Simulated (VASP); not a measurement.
Cu2O, 6 atoms in the cell. It takes space group Pn-3m (No. 224, cubic). The conventional cell has a = 4.416 Å, b = 4.416 Å, c = 4.416 Å, α = 90.00°, β = 90.00°, γ = 90.00°. Cu (site symmetry -3m) has 2 O at 1.91 Å within 2.5 Å. O (site symmetry -43m) has 4 Cu at 1.91 Å within 2.5 Å.  This cell differs from its parent crystal: strain +4.0%.

| Item | Value |
| --- | --- |
| Program | VASP 6.6.1 |
| Task | single point |
| Functional | HSE06 |
| Potentials or basis | VASP PAW PBE potentials, release 64 (Cu, O) |
| Cutoff | 520 eV |
| k mesh | 4 × 4 × 4 |
| Occupations | gaussian, width 0.01 eV |
| Spin | no spin polarisation |
| Dipole correction | no |
| Grid for exact exchange (PRECFOCK) | Normal |
| Further INCAR settings | ALGO = Normal; EDIFF = 1e-06; NBANDS = 37 |
| Share of exact exchange | 0.25 |
| Screening parameter | 0.2079 1/Å |

Potentials or basis: VASP PAW PBE potentials, release 64 (Cu, O).

Run with:

```console
$ cat potpaw_PBE.64/Cu/POTCAR potpaw_PBE.64/O/POTCAR > POTCAR
$ cp INCAR.step1 INCAR
$ mpirun -np 4 vasp_std > vasp.out
$ cp INCAR.step2 INCAR
$ mpirun -np 4 vasp_std > vasp.out
```

Hardware: 4 MPI ranks on Intel(R) Xeon(R) Platinum 8259CL CPU @ 2.50GHz (Skylake/Cascade Lake) (shared host).

Problem. Estimate the wall time of this run.

Solution. Run time: 44 min on 4 MPI ranks on Intel(R) Xeon(R) Platinum 8259CL CPU @ 2.50GHz (Skylake/Cascade Lake) (shared host), peak memory 0.35 GiB a rank. Counts: k points 10.
